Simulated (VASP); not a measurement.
Wanted: the native input for a VASP 6.6.1 run.

```
Task                   : relaxation of shape and atoms at fixed volume
Functional             : PBE
Potentials or basis    : VASP PAW PBE potentials, release 64 (Pt)
Cutoff                 : 600 eV
k mesh                 : 18 × 18 × 10
Occupations            : fermi-dirac, width 0.15 eV
Spin                   : no spin polarisation
Dipole correction      : no
Further INCAR settings : ALGO = Fast; EDIFF = 1e-06; IBRION = 2; EDIFFG = -0.001; NSW = 80; ISIF = 4
```

The structure of Pt lies in POSCAR:

```
Pt
1.0
    2.7927418354      0.0000000000      0.0000000000
   -1.3963709177      2.4185853757      0.0000000000
    0.0000000000      0.0000000000      4.7702088102
Pt
2
Direct
    0.6666666667      0.3333333333      0.7500000000
    0.3333333333      0.6666666667      0.2500000000
```

This isn't the form of Pt at room conditions, which is fcc.

One way to write it, as run:

INCAR

```
SYSTEM = Pt
PREC = Accurate ; ENCUT = 600
EDIFF = 1E-6 ; ISMEAR = -1
SIGMA = 0.15 ; LREAL = .FALSE.
LASPH = .TRUE. ; NELM = 60
ALGO = Fast ; ISIF = 4
LWAVE = .FALSE. ; LCHARG = .FALSE.
GGA = PE ; IBRION = 2
NSW = 80 ; EDIFFG = -0.001
```

KPOINTS

```
regular mesh
0
G
  18 18 10
  0 0 0
```

Potentials or basis: VASP PAW PBE potentials, release 64 (Pt).

The run is started by

```bash
$ cat potpaw_PBE.64/Pt/POTCAR > POTCAR
$ mpirun -np 1 vasp_std > vasp.out
```

It gave:

The energy gained by relaxing is 0.0 meV/atom. The ionic steps are 9, the pressure after relaxing is -4.8 GPa and the band gap on the k mesh is zero (bands 10 and 11 overlap by 1.23 eV).

Caveat: spin-orbit coupling is left out, which moves the levels of the heavy elements.

Wall time 2.9 min on 1 thread of Oxide Virtual Turin-like Processor, with other jobs on the host, peak memory 0.21 GiB.
